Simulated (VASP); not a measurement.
Input of a VASP 6.6.1 run:

The input INCAR:

```
SYSTEM = Y2Si2F
PREC     = Accurate       ! precision mode
ENCUT    = 520            ! plane-wave cutoff, eV
EDIFF    = 1E-6           ! SCF threshold, eV
ISMEAR   = 0              ! smearing method
SIGMA    = 0.1            ! smearing width, eV
LREAL    = .FALSE.        ! projectors in reciprocal space
LASPH    = .TRUE.         ! aspherical terms in the spheres
NELM     = 60             ! most SCF steps
ALGO     = Normal         ! electronic algorithm
ISIF     = 2              ! what is computed and relaxed
LWAVE    = .FALSE.        ! write WAVECAR
LCHARG   = .FALSE.        ! write CHGCAR
GGA      = PE             ! functional
NBANDS   = 26             ! bands
```

File KPOINTS:

```
Automatic mesh
0
G
  6 6 4
  0 0 0
```

The input POSCAR:

```
Y2Si2F
1.0
    5.0317232900      0.0000000000      0.0000000000
   -2.5158616500      4.3576001900      0.0000000000
    0.0000000000      0.0000000000      4.7503779600
Y Si F
2 2 1
Direct
    0.3333333300      0.6666666700      0.0000000000
    0.6666666700      0.3333333300      0.0000000000
    0.0000000000      0.0000000000      0.3015366800
    0.0000000000      0.0000000000      0.6984633200
    0.0000000000      0.0000000000      0.0000000000
```

Potentials or basis: VASP PAW PBE potentials, release 64 (Y_sv, Si, F).

Run with:

```bash
$ cat potpaw_PBE.64/Y_sv/POTCAR potpaw_PBE.64/Si/POTCAR potpaw_PBE.64/F/POTCAR > POTCAR
$ mpirun -np 1 vasp_std > vasp.out
```

Q: What does it give for the largest force?

A: 5.146 eV/Å.

Q: What does it give for the pressure?

A: 38.8 GPa.

Forces on the atoms (eV/Å):
```
Y    0.000  0.000  0.000
Y    0.000  0.000  0.000
Si   0.000  0.000  5.146
Si   0.000  0.000 -5.146
F    0.000  0.000  0.000
```

Caveat: an odd number of electrons without spin polarisation forces a metal; a magnetic or distorted state may lie lower.
